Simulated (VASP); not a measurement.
Input of a VASP 6.6.1 run:

File INCAR:

```
  PREC = Accurate
  ENCUT = 600
  EDIFF = 1E-6
  ISMEAR = -1
  SIGMA = 0.05
  LREAL = F
  LASPH = T
  NELM = 100
  ALGO = Normal
  ISIF = 3
  LWAVE = F
  LCHARG = F
  GGA = B5
  ALDAX = 1.0
  AGGAX = 1.0
  AGGAC = 1.0
  ALDAC = 0.0
  IVDW = 12
  VDW_S6 = 1.0
  VDW_S8 = 2.6996
  VDW_A1 = 0.4298
  VDW_A2 = 4.2359
  IBRION = 2
  NSW = 60
  EDIFFG = -0.01
```

File KPOINTS:

```
Automatic mesh
0
Gamma
  8 8 4
```

The input POSCAR:

```
Ge
1.0
    3.9975858431      0.0000000000      0.0000000000
   -1.9987929216      3.4620108940      0.0000000000
    0.0000000000      0.0000000000      6.5993779500
Ge
4
Direct
    0.3333333333      0.6666666667      0.9370987500
    0.6666666667      0.3333333333      0.4370987500
    0.3333333333      0.6666666667      0.5629012500
    0.6666666667      0.3333333333      0.0629012500
```

Potentials or basis: VASP PAW PBE potentials, release 64 (Ge_d).

Launch:

```sh
$ cat potpaw_PBE.64/Ge_d/POTCAR > POTCAR
$ mpirun -np 1 vasp_std > vasp.out
```

(1) What does it give for the relaxed cell?

(2) Estimate the dispersion energy per atom.

(3) Predict the space group after relaxing (to 0.05 Å).

(4) Estimate the relaxed volume.

## Answers

(1) a = 4.036 Å, b = 4.036 Å, c = 6.669 Å, α = 90.00°, β = 90.00°, γ = 120.00°.

(2) -0.656 eV.

(3) P6_3/mmc (No. 194).

(4) 23.53 Å³/atom.

Caveat: the PAW data sets were made with another functional, which shifts forces and pressure a little.
